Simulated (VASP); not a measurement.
A run of VASP 6.6.1 is set up as follows.

POSCAR

```
TaN
1.0
    0.0000000000      2.1898950000      2.1790000000
    2.1790000000      0.0000000000      2.1790000000
    2.1790000000      2.1898950000      0.0000000000
Ta N
1 1
Direct
    0.5000000000      0.5000000000      0.5000000000
    0.0000000000      0.0000000000      0.0000000000
```

The input INCAR.step1:

```
PREC = Accurate ; ENCUT = 520
ISMEAR = 0 ; SIGMA = 0.15
LREAL = F ; LASPH = T
NELM = 100 ; NBANDS = 15
GGA = PE ; ALGO = Normal
EDIFF = 1E-4 ; LWAVE = T
LCHARG = F
```

File INCAR.step2:

```
PREC = Accurate ; ENCUT = 520
EDIFF = 1E-6 ; ISMEAR = 0
SIGMA = 0.15 ; LREAL = F
LASPH = T ; NELM = 100
ALGO = Normal ; ISIF = 2
LWAVE = F ; LCHARG = F
METAGGA = R2SCAN ; LMIXTAU = T
NBANDS = 15 ; ISTART = 1
```

The input KPOINTS:

```
regular mesh
0
Gamma
  18 18 18
```

Potentials or basis: VASP PAW PBE potentials, release 64 (Ta_pv, N).

The run is started by

```sh
$ cat potpaw_PBE.64/Ta_pv/POTCAR potpaw_PBE.64/N/POTCAR > POTCAR
$ cp INCAR.step1 INCAR
$ mpirun -np 1 vasp_std > vasp.out
$ cp INCAR.step2 INCAR
$ mpirun -np 1 vasp_std > vasp.out
```

Problem. What does it give for the pressure?

Solution. 10.0 GPa.

Problem. What does it give for the band gap on the k mesh?

Solution. Zero (bands 8 and 9 overlap by 4.19 eV).

Stress tensor (GPa, compression positive):
```
11.08  0.00  0.00
 0.00  7.75  0.00
 0.00  0.00 11.08
```

Caveat: the cell differs from its parent crystal (strain +0.0050 x Voigt [0, 1, 0, 0, 0, 0]); the cell stands under pressure; the PAW data sets were made with another functional, which shifts forces and pressure a little; spin-orbit coupling is left out, which moves the levels of the heavy elements.
